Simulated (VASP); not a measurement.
A run of VASP 6.6.1 is set up as follows.

The input INCAR:

```
PREC     = Accurate       # precision mode
ENCUT    = 600            # plane-wave cutoff, eV
EDIFF    = 1E-6           # SCF threshold, eV
ISMEAR   = -1             # smearing method
SIGMA    = 0.03           # smearing width, eV
LREAL    = False          # projectors in reciprocal space
LASPH    = True           # aspherical terms in the spheres
NELM     = 120            # most SCF steps
ALGO     = Normal         # electronic algorithm
ISIF     = 2              # what is computed and relaxed
LWAVE    = False          # write WAVECAR
LCHARG   = False          # write CHGCAR
NBANDS   = 16             # bands
GGA_COMPAT= False
```

Contents of KPOINTS:

```
regular mesh
0
Gamma
  9 9 9
```

File POSCAR:

```
ZrN
1.0
    0.0000000000      2.2765903777      2.2765903777
    2.2765903777      0.0000000000      2.2765903777
    2.2765903777      2.2765903777      0.0000000000
Zr N
1 1
Direct
    0.0000000000      0.0000000000      0.0000000000
    0.5000000000      0.5000000000      0.5000000000
```

Potentials or basis: VASP PAW LDA potentials, release 64 (Zr_sv, N).

Run with:

```bash
$ cat potpaw_LDA.64/Zr_sv/POTCAR potpaw_LDA.64/N/POTCAR > POTCAR
$ mpirun -np 1 vasp_std > vasp.out
```

(1) What does it give for the pressure?

## Answers

(1) -4.5 GPa.
